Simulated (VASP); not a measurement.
Wanted: the native input for a VASP 6.6.1 run.

```
Task                   : single point
Functional             : PBEsol
Potentials or basis    : VASP PAW PBE potentials, release 64 (Nb_sv, N)
Cutoff                 : 520 eV
k mesh                 : 11 × 11 × 1
Occupations            : gaussian, width 0.1 eV
Spin                   : no spin polarisation
Dipole correction      : yes
Further INCAR settings : ALGO = Normal; EDIFF = 1e-06; NBANDS = 66
```

The structure of NbN lies in POSCAR:

```
NbN
1.0
    3.0974787981      0.0000000000      0.0000000000
    0.0000000000      3.0974787981      0.0000000000
    0.0000000000      0.0000000000     25.9512413136
Nb N
6 6
Direct
    0.0000000000      0.0000000000      0.2928746331
    0.5000000000      0.5000000000      0.3680389137
    0.0000000000      0.0000000000      0.4620760001
    0.5000000000      0.5000000000      0.5379239989
    0.0000000000      0.0000000000      0.6319610872
    0.5000000000      0.5000000000      0.7071253683
    0.5000000000      0.5000000000      0.2800955517
    0.0000000000      0.0000000000      0.3742527028
    0.5000000000      0.5000000000      0.4530901544
    0.0000000000      0.0000000000      0.5469098447
    0.5000000000      0.5000000000      0.6257472988
    0.0000000000      0.0000000000      0.7199044464
```

These files were run (other wordings do the same):

INCAR

```
SYSTEM = NbN
ALGO = Normal
DIPOL = 0.5 0.5 0.500
EDIFF = 1E-6
ENCUT = 520
GGA = PS
IDIPOL = 3
ISIF = 2
ISMEAR = 0
LASPH = .TRUE.
LCHARG = .FALSE.
LDIPOL = .TRUE.
LREAL = .FALSE.
LWAVE = .FALSE.
NBANDS = 66
NELM = 100
PREC = Accurate
SIGMA = 0.1
```

KPOINTS

```
k-points
0
G
  11 11 1
  0 0 0
```

Potentials or basis: VASP PAW PBE potentials, release 64 (Nb_sv, N).

Command:

```sh
$ cat potpaw_PBE.64/Nb_sv/POTCAR potpaw_PBE.64/N/POTCAR > POTCAR
$ mpirun -np 1 vasp_std > vasp.out
```

It gave:

- Largest force: 0.013 eV/Å
- Band gap on the k mesh: zero (band 54 reaches 6.23 eV, above the bottom of band 55 at 3.88 eV)

Caveat: the PAW data sets were made with another functional, which shifts forces and pressure a little.

Run time: 7.4 min on 1 thread of Intel(R) Xeon(R) 6975P-C (Granite Rapids) (shared host), peak memory 0.46 GiB.
